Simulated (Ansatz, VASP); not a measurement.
**One calculation of BeTe, two programs**

Contents of INCAR:

```
SYSTEM = BeTe
PREC = Accurate
ENCUT = 600
EDIFF = 1E-6
ISMEAR = 0
SIGMA = 0.01
LREAL = .False.
LASPH = .True.
NELM = 120
ALGO = Normal
ISIF = 2
LWAVE = .False.
LCHARG = .False.
GGA = PE
NBANDS = 11
GGA_COMPAT = .False.
```

Contents of KPOINTS:

```
Automatic mesh
0
Gamma
  6 6 6
  0 0 0
```

The input POSCAR:

```
BeTe
1.0
    0.0000000000      2.8318743655      2.8318743655
    2.8318743655      0.0000000000      2.8318743655
    2.8318743655      2.8318743655      0.0000000000
Be Te
1 1
Direct
    0.0000000000      0.0000000000      0.0000000000
    0.2500000000      0.2500000000      0.2500000000
```

Input for Ansatz:

```yaml
crystal:
  lattice:
    - [0.0, 2.8318743655, 2.8318743655]
    - [2.8318743655, 0.0, 2.8318743655]
    - [2.8318743655, 2.8318743655, 0.0]
  atoms:
    - { symbol: Be, position: [0.0, 0.0, 0.0] }
    - { symbol: Te, position: [0.25, 0.25, 0.25] }
kpoints:
  mp_grid: { grid: [6, 6, 6] }
hamiltonian:
  xc: pbe
scf:
  occupations: { method: fixed }
  n_extra_bands: 4
output:
  forces: true
  stress: true
  eigenvalues: true
```

Alike in both runs: task single point; functional PBE; k mesh 6 × 6 × 6; no spin polarisation.

|  | VASP | Ansatz |
| --- | --- | --- |
| version | VASP 6.6.1 | Ansatz 0.2.0 |
| potentials or method | VASP PAW PBE potentials, release 64 (Be, Te) | plane waves, PAW |
| plane-wave cutoff (eV) | 600 | 420 |
| occupations | gaussian, width 0.01 eV | fixed |
| valence electrons in the cell | 8 | 18 |

Ansatz gave:

| Item | Value |
| --- | --- |
| gap on the k mesh at the Fermi level (eV) | 2.03 |
| pressure (GPa) | 0.0 |

Question: Which values does VASP return?

Answer: gap on the k mesh at the Fermi level (eV): 2.01; pressure (GPa): 0.2.

VASP's potentials hold 8 valence electrons a cell and Ansatz's 18, so a difference there can come from the potentials and not from the codes.

Neither program's run includes spin-orbit coupling.
